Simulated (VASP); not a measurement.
# CdF2 (Fm-3m) in VASP: notebook

CdF2 is run at these levels: PBEsol; tasks: single point.

Program: VASP 6.6.1. These are calculated values, not measurements. Logs are shortened: lines on timing, memory, paths and dates and some standing lists are left out, and cuts for length are marked.

## 1. The cell of the first run

Symmetry: Fm-3m, No. 225, cubic system. The conventional cell has a = 5.311 Å, b = 5.311 Å, c = 5.311 Å, α = 90.00°, β = 90.00°, γ = 90.00°. Cd (site symmetry m-3m) has 8 F at 2.30 Å within 3.0 Å. Within 3.0 Å of F (site symmetry -43m) lie 4 Cd at 2.30 Å and 6 F at 2.66 Å.

## 2. Single point, PBEsol (12.49 Å³/atom)

Contents of INCAR:

```
SYSTEM = CdF2
PREC = Accurate
ENCUT = 520
EDIFF = 1E-7
ISMEAR = 0
SIGMA = 0.05
LREAL = .False.
LASPH = .True.
NELM = 60
ALGO = Normal
ISIF = 2
LWAVE = .False.
LCHARG = .False.
GGA = PS
NBANDS = 20
```

Contents of KPOINTS:

```
Automatic mesh
0
Gamma
  8 8 8
  0 0 0
```

Contents of POSCAR:

```
CdF2
1.0
    0.0000000000      2.6556542378      2.6556542378
    2.6556542378      0.0000000000      2.6556542378
    2.6556542378      2.6556542378      0.0000000000
Cd F
1 2
Direct
    0.0000000000      0.0000000000      0.0000000000
    0.2500000000      0.2500000000      0.2500000000
    0.7500000000      0.7500000000      0.7500000000
```

Potentials or basis: VASP PAW PBE potentials, release 64 (Cd, F).

Launch:

```console
$ cat potpaw_PBE.64/Cd/POTCAR potpaw_PBE.64/F/POTCAR > POTCAR
$ mpirun -np 1 vasp_std > vasp.out
```

OUTCAR:

```text
SYSTEM = CdF2
   PREC = Accurate
   ENCUT = 520
   EDIFF = 1E-7
   ISMEAR = 0
   LREAL = .False.
   LASPH = .True.
   NELM = 60
   ISIF = 2
   GGA = PS

 ion  position               nearest neighbor table
   1  0.000  0.000  0.000-   3 2.30   3 2.30   3 2.30   2 2.30   2 2.30   2 2.30   3 2.30   2 2.30

   2  0.250  0.250  0.250-   1 2.30   1 2.30   1 2.30   1 2.30
   3  0.750  0.750  0.750-   1 2.30   1 2.30   1 2.30   1 2.30

  LATTYP: Found a face centered cubic cell.
 ALAT       =     5.3113084756

  Lattice vectors:

 A1 = (   0.0000000000,   2.6556542378,   2.6556542378)
 A2 = (   2.6556542378,   0.0000000000,   2.6556542378)
 A3 = (   2.6556542378,   2.6556542378,   0.0000000000)

Analysis of symmetry for initial positions (statically):
=====================================================================
 Subroutine PRICEL returns:
 Original cell was already a primitive cell.

 Routine SETGRP: Setting up the symmetry group for a
 face centered cubic supercell.

 Subroutine GETGRP returns: Found 48 space group operations
 (whereof 48 operations were pure point group operations)
 out of a pool of 48 trial point group operations.

The static configuration has the point symmetry O_h .

Analysis of symmetry for dynamics (positions and initial velocities):
=====================================================================
 Subroutine PRICEL returns:
 Original cell was already a primitive cell.

 Routine SETGRP: Setting up the symmetry group for a
 face centered cubic supercell.

 Subroutine GETGRP returns: Found 48 space group operations
 (whereof 48 operations were pure point group operations)
 out of a pool of 48 trial point group operations.

The dynamic configuration has the point symmetry O_h .

 Subroutine INISYM returns: Found 48 space group operations
 (whereof 48 operations are pure point group operations),
 and found     1 'primitive' translations

----------------------------------------------------------------------------------------

                                     Primitive cell

  volume of cell :      37.4580

  direct lattice vectors                    reciprocal lattice vectors
     0.000000000  2.655654238  2.655654238    -0.188277522  0.188277522  0.188277522
     2.655654238  0.000000000  2.655654238     0.188277522 -0.188277522  0.188277522
     2.655654238  2.655654238  0.000000000     0.188277522  0.188277522 -0.188277522

  length of vectors
     3.755662240  3.755662240  3.755662240     0.326106235  0.326106235  0.326106235

  position of ions in fractional coordinates (direct lattice)
[... 81 lines left out ...]
   EDIFF  = 0.1E-06   stopping-criterion for ELM
   LREAL  =      F    real-space projection
   EDIFFG = 0.1E-05   stopping-criterion for IOM
   NSW    =      0    number of steps for IOM
   IBRION =     -1    ionic relax: 0-MD 1-quasi-New 2-CG
   NFREE  =      0    steps in history (QN), initial steepest desc. (CG)
   ISIF   =      2    stress and relaxation
   ISYM   =      2    0-nonsym 1-usesym 2-fastsym
   POTIM  = 0.5000    time-step for ionic-motion
   TEBEG  =    0.0;   TEEND  =   0.0 temperature during run
   PSTRESS=    0.0 pullay stress
   NELECT =      26.0000    total number of electrons
   NUPDOWN=      -1.0000    fix difference up-down
   EMIN   =  10.00;   EMAX   =-10.00  energy-range for DOS
   EFERMI =   0.00;   METHOD = LEGACY
   ISMEAR =     0;   SIGMA  =   0.05  broadening in eV -4-tet -1-fermi 0-gaus
   EFERMI_NEDOS =   21; number of points for ismear=-14 and -15
   IALGO  =     38    algorithm
   IMIX   =      4    mixing-type and parameters
     AMIX     =   0.40;   BMIX     =  1.00
     AMIX_MAG =   1.60;   BMIX_MAG =  1.00
  volume/ion in A,a.u.               =      12.49        84.26
  Fermi-wavevector in a.u.,A,eV,Ry     =   1.449498  2.739155 28.586463  2.101046
  Thomas-Fermi vector in A             =   2.567218
   LORBIT       =      0    0 simple, 1 ext, 2 COOP (PROOUT), +10 PAW based schemes
   GGA     = PS    functional components
   LHFCALC =     F    Hartree Fock is set to
   AEXX    =    0.0000 exact exchange contribution
   IVDW    =     0    specifies the selected vdW correction
   LEPSILON=     F    determine dielectric tensor
   LRPA    =     F    only Hartree local field effects (RPA)
 non-spin polarized calculation
 Gauss-broadening in eV      SIGMA  =   0.05
  energy-cutoff  :      520.00
  volume of cell :       37.46
 maximum number of plane-waves:      1036
   NGX = 13   NGY = 13   NGZ = 13

 number of electron      26.0000017 magnetization

 Free energy of the ion-electron system (eV)
  ---------------------------------------------------
  ext. energy  EPLUGINS =         0.00000000
  ---------------------------------------------------
  free energy    TOTEN  =       -11.55748751 eV

  energy without entropy =      -11.55748751  energy(sigma->0) =      -11.55748751

 E-fermi :  -0.8485     XC(G=0): -10.9506

 val. band max:       -1.1055642897   @ k =  -0.2500   0.5000   0.2500
 cond. band min:       1.9438323721   @ k =   0.0000   0.0000   0.0000
 fundamental gap:      3.0493966619
 Fermi energy:        -0.8485418387

 k-point     1 :       0.0000    0.0000    0.0000
  band No.  band energies     occupation
      1     -22.0787      2.00000
      2     -20.8115      2.00000
      3      -6.8932      2.00000
      4      -6.8932      2.00000
      5      -6.8932      2.00000
      6      -5.4404      2.00000
[... 541 lines left out ...]
     19      17.7087      0.00000
     20      21.2937      0.00000

 [... further k-points ...]

------------------------ aborting loop because EDIFF is reached ----------------------------------------

  FORCE on cell =-STRESS in cart. coord.  units (eV):
  Direction    XX          YY          ZZ          XY          YZ          ZX
  --------------------------------------------------------------------------------------
  -------------------------------------------------------------------------------------
  Total        1.3758083      1.3758083      1.3758083      0.0000000     -0.0000000     -0.0000000
  in kB       58.8469465     58.8469465     58.8469465      0.0000000     -0.0000000     -0.0000000
  external PRESSURE =      58.8469465 kB  Pullay stress =       0.0000000 kB

 VOLUME and BASIS-vectors are now :
 -----------------------------------------------------------------------------
  energy-cutoff  :      520.00
  volume of cell :       37.46
      direct lattice vectors                 reciprocal lattice vectors
     0.000000000  2.655654238  2.655654238    -0.188277522  0.188277522  0.188277522
     2.655654238  0.000000000  2.655654238     0.188277522 -0.188277522  0.188277522
     2.655654238  2.655654238  0.000000000     0.188277522  0.188277522 -0.188277522

 POSITION                                       TOTAL-FORCE (eV/Angst)
 -----------------------------------------------------------------------------------
      0.00000      0.00000      0.00000         0.000000     -0.000000      0.000000
      1.32783      1.32783      1.32783        -0.000000     -0.000000     -0.000000
      3.98348      3.98348      3.98348        -0.000000      0.000000      0.000000
 -----------------------------------------------------------------------------------
    total drift:                                0.000000      0.000000      0.000000

  FREE ENERGIE OF THE ION-ELECTRON SYSTEM (eV)
  ---------------------------------------------------
  free  energy   TOTEN  =       -11.5574875148 eV

  energy  without entropy=      -11.5574875148  energy(sigma->0) =      -11.55748751
```

stdout:

```text
POSCAR found type information on POSCAR CdF
 POSCAR found :  2 types and       3 ions
 scaLAPACK will be used
 -----------------------------------------------------------------------------
|                                                                             |
|                                                                             |
|     You enforced a specific xc type in the INCAR file but a different       |
|     I HOPE YOU KNOW WHAT YOU ARE DOING!                                     |
|                                                                             |
 -----------------------------------------------------------------------------

 LDA part: xc-table for (Slater+PW92), standard interpolation
 POSCAR, INCAR and KPOINTS ok, starting setup
 FFT: planning ... GRIDC
 FFT: planning ... GRID_SOFT
 FFT: planning ... GRID
 WAVECAR not read
 entering main loop
```

Wall time 40 s (1 thread of Intel Xeon 8259CL, shared host); peak memory 0.16 GiB.

What came out:

| Item | Value |
| --- | --- |
| Free energy | -11.5575 eV |
| Pressure | 5.9 GPa |
| Band gap on the k mesh | 3.05 eV (least direct gap 3.48 eV) |

Caveat: the cell stands under pressure; the PAW data sets were made with another functional, which shifts forces and pressure a little. Expect the measured gap to be larger: semilocal functionals such as PBEsol lack the derivative discontinuity.

## 3. Single point, PBEsol (13.53 Å³/atom)

This run uses another cell than the first one, of 13.53 Å³/atom.

Contents of INCAR:

```
SYSTEM = CdF2
  PREC = Accurate
  ENCUT = 520
  EDIFF = 1E-6
  ISMEAR = 0
  SIGMA = 0.05
  LREAL = .FALSE.
  LASPH = .TRUE.
  NELM = 100
  ALGO = Normal
  ISIF = 2
  LWAVE = .FALSE.
  LCHARG = .FALSE.
  GGA = PS
  NBANDS = 20
```

Contents of KPOINTS:

```
regular mesh
0
G
  8 8 8
  0 0 0
```

Contents of POSCAR:

```
CdF2
1.0
    0.0000000000      2.7274967998      2.7274967998
    2.7274967998      0.0000000000      2.7274967998
    2.7274967998      2.7274967998      0.0000000000
Cd F
1 2
Direct
    0.0000000000      0.0000000000      0.0000000000
    0.2500000000      0.2500000000      0.2500000000
    0.7500000000      0.7500000000      0.7500000000
```

Potentials or basis: VASP PAW PBE potentials, release 64 (Cd, F).

Launch:

```console
$ cat potpaw_PBE.64/Cd/POTCAR potpaw_PBE.64/F/POTCAR > POTCAR
$ mpirun -np 1 vasp_std > vasp.out
```

Run time: 36 s. Hardware: 1 thread of Intel Xeon 8259CL, shared host; peak memory 0.17 GiB.

It converged, with:

* Free energy: -11.5829 eV
* Pressure: -3.3 GPa
* Band gap on the k mesh: 2.78 eV (least direct gap 3.31 eV)

Levels at points of the mesh, in eV from the valence-band top:
```csv
k point,band 11,band 12,band 13,band 14,band 15,band 16
"(0.00, 0.00, 0.00)",-0.53,-0.53,-0.53,2.78,12.33,12.33
"(0.50, 0.00, 0.00)",-1.74,-0.42,-0.42,6.78,8.85,13.99
"(0.50, 0.50, 0.00)",-0.44,-0.09,-0.09,7.58,9.27,11.62
```

Caveat: the cell stands under tension; the PAW data sets were made with another functional, which shifts forces and pressure a little. A k mesh can miss the band edges.

## 4. Single point, PBEsol (14.05 Å³/atom)

This run uses another cell than the first one, of 14.05 Å³/atom.

Contents of INCAR:

```
SYSTEM = CdF2
ALGO = Normal
EDIFF = 1E-7
ENCUT = 520
GGA = PS
ISIF = 2
ISMEAR = 0
LASPH = .TRUE.
LCHARG = .FALSE.
LREAL = .FALSE.
LWAVE = .FALSE.
NBANDS = 20
NELM = 60
PREC = Accurate
SIGMA = 0.05
```

Contents of KPOINTS:

```
k-points
0
G
  8 8 8
  0 0 0
```

Contents of POSCAR:

```
CdF2
1.0
    0.0000000000      2.7620080954      2.7620080954
    2.7620080954      0.0000000000      2.7620080954
    2.7620080954      2.7620080954      0.0000000000
Cd F
1 2
Direct
    0.0000000000      0.0000000000      0.0000000000
    0.2500000000      0.2500000000      0.2500000000
    0.7500000000      0.7500000000      0.7500000000
```

Launch:

```console
$ cat potpaw_PBE.64/Cd/POTCAR potpaw_PBE.64/F/POTCAR > POTCAR
$ mpirun -np 1 vasp_std > vasp.out
```

Wall time 47 s (1 thread of Intel Xeon 8259CL, shared host); peak memory 0.18 GiB.

The run converged. Its results:

```
Free energy            : -11.5382 eV
Pressure               : -6.5 GPa
Band gap on the k mesh : 2.65 eV (least direct gap 3.23 eV)
```

Levels at points of the mesh, in eV from the valence-band top:
```csv
k point,band 10,band 11,band 12,band 13,band 14,band 15,band 16,band 17
"(0.00, 0.00, 0.00)",-0.82,-0.57,-0.57,-0.57,2.65,12.15,12.15,12.15
"(0.50, 0.00, 0.00)",-1.61,-1.61,-0.43,-0.43,6.51,8.73,13.67,13.67
"(0.50, 0.50, 0.00)",-2.64,-0.38,-0.08,-0.08,7.28,9.07,11.55,13.46
```

Caveat: the cell stands under tension; the PAW data sets were made with another functional, which shifts forces and pressure a little. A k mesh can miss the band edges.

## 5. Single point, PBEsol (14.57 Å³/atom)

This run uses another cell than the first one, of 14.57 Å³/atom.

Contents of INCAR:

```
PREC     = Accurate       # precision mode
ENCUT    = 520            # plane-wave cutoff, eV
EDIFF    = 1E-7           # SCF threshold, eV
ISMEAR   = 0              # smearing method
SIGMA    = 0.05           # smearing width, eV
LREAL    = False          # projectors in reciprocal space
LASPH    = True           # aspherical terms in the spheres
NELM     = 60             # most SCF steps
ALGO     = Normal         # electronic algorithm
ISIF     = 2              # what is computed and relaxed
LWAVE    = False          # write WAVECAR
LCHARG   = True           # write CHGCAR
GGA      = PS             # functional
LELF     = True           # ELF
LVHAR    = True         
NBANDS   = 20             # bands
```

Contents of KPOINTS:

```
Automatic mesh
0
Gamma
  8 8 8
```

Contents of POSCAR:

```
CdF2
1.0
    0.0000000000      2.7957418269      2.7957418269
    2.7957418269      0.0000000000      2.7957418269
    2.7957418269      2.7957418269      0.0000000000
Cd F
1 2
Direct
    0.0000000000      0.0000000000      0.0000000000
    0.2500000000      0.2500000000      0.2500000000
    0.7500000000      0.7500000000      0.7500000000
```

Potentials or basis: VASP PAW PBE potentials, release 64 (Cd, F).

Launch:

```console
$ cat potpaw_PBE.64/Cd/POTCAR potpaw_PBE.64/F/POTCAR > POTCAR
$ mpirun -np 1 vasp_std > vasp.out
```

OUTCAR:

```text
PREC = Accurate
   ENCUT = 520
   EDIFF = 1E-7
   ISMEAR = 0
   LREAL = False
   LASPH = True
   NELM = 60
   ISIF = 2
   GGA = PS

 ion  position               nearest neighbor table
   1  0.000  0.000  0.000-   3 2.42   3 2.42   3 2.42   2 2.42   3 2.42   2 2.42   2 2.42   2 2.42

   2  0.250  0.250  0.250-   1 2.42   1 2.42   1 2.42   1 2.42
   3  0.750  0.750  0.750-   1 2.42   1 2.42   1 2.42   1 2.42

  LATTYP: Found a face centered cubic cell.
 ALAT       =     5.5914836538

  Lattice vectors:
[... 744 lines left out ...]

  FORCE on cell =-STRESS in cart. coord.  units (eV):
  Direction    XX          YY          ZZ          XY          YZ          ZX
  --------------------------------------------------------------------------------------
  -------------------------------------------------------------------------------------
  Total       -2.4522556     -2.4522556     -2.4522556      0.0000000     -0.0000000      0.0000000
  in kB      -89.8990540    -89.8990540    -89.8990540      0.0000000     -0.0000000      0.0000000
  external PRESSURE =     -89.8990540 kB  Pullay stress =       0.0000000 kB

 VOLUME and BASIS-vectors are now :
 -----------------------------------------------------------------------------
  energy-cutoff  :      520.00
  volume of cell :       43.70
      direct lattice vectors                 reciprocal lattice vectors
     0.000000000  2.795741827  2.795741827    -0.178843409  0.178843409  0.178843409
     2.795741827  0.000000000  2.795741827     0.178843409 -0.178843409  0.178843409
     2.795741827  2.795741827  0.000000000     0.178843409  0.178843409 -0.178843409

 POSITION                                       TOTAL-FORCE (eV/Angst)
 -----------------------------------------------------------------------------------
      0.00000      0.00000      0.00000         0.000000     -0.000000      0.000000
      1.39787      1.39787      1.39787        -0.000000     -0.000000     -0.000000
      4.19361      4.19361      4.19361         0.000000      0.000000      0.000000
 -----------------------------------------------------------------------------------
    total drift:                                0.000000     -0.000000      0.000000

  FREE ENERGIE OF THE ION-ELECTRON SYSTEM (eV)
  ---------------------------------------------------
  free  energy   TOTEN  =       -11.4654766740 eV

  energy  without entropy=      -11.4654766740  energy(sigma->0) =      -11.46547667
```

It took 45 s on 1 thread of Intel Xeon 8259CL, shared host; peak memory 0.18 GiB.

Results:

| Property | Result |
| --- | --- |
| Free energy | -11.4655 eV |
| Pressure | -9.0 GPa |
| Band gap on the k mesh | 2.53 eV (least direct gap 3.14 eV) |

Caveat: the cell stands under tension; the PAW data sets were made with another functional, which shifts forces and pressure a little. A k mesh can miss the band edges.

## 6. Summary

| cell | gap on the mesh (eV) | pressure (GPa) |
| --- | --- | --- |
| a = 3.756 Å, angles 60.0°, 3 atoms | 3.05 | 5.9 |
| a = 3.857 Å, angles 60.0°, 3 atoms | 2.78 | -3.3 |
| a = 3.906 Å, angles 60.0°, 3 atoms | 2.65 | -6.5 |
| a = 3.954 Å, angles 60.0°, 3 atoms | 2.53 | -9.0 |

Alike in all rows: task single point; level PBEsol; potentials or basis VASP PAW PBE potentials, release 64 (Cd, F); no spin polarisation; k mesh 8 × 8 × 8; cutoff (eV) 520; smearing gaussian 0.05 eV.

Caveats: the PAW data sets were made with another functional, which shifts forces and pressure a little; the cell stands under tension (at least some runs); the cell stands under pressure (at least some runs).

Total energies depend on the potentials used, so only differences within one code and one set of settings carry meaning.
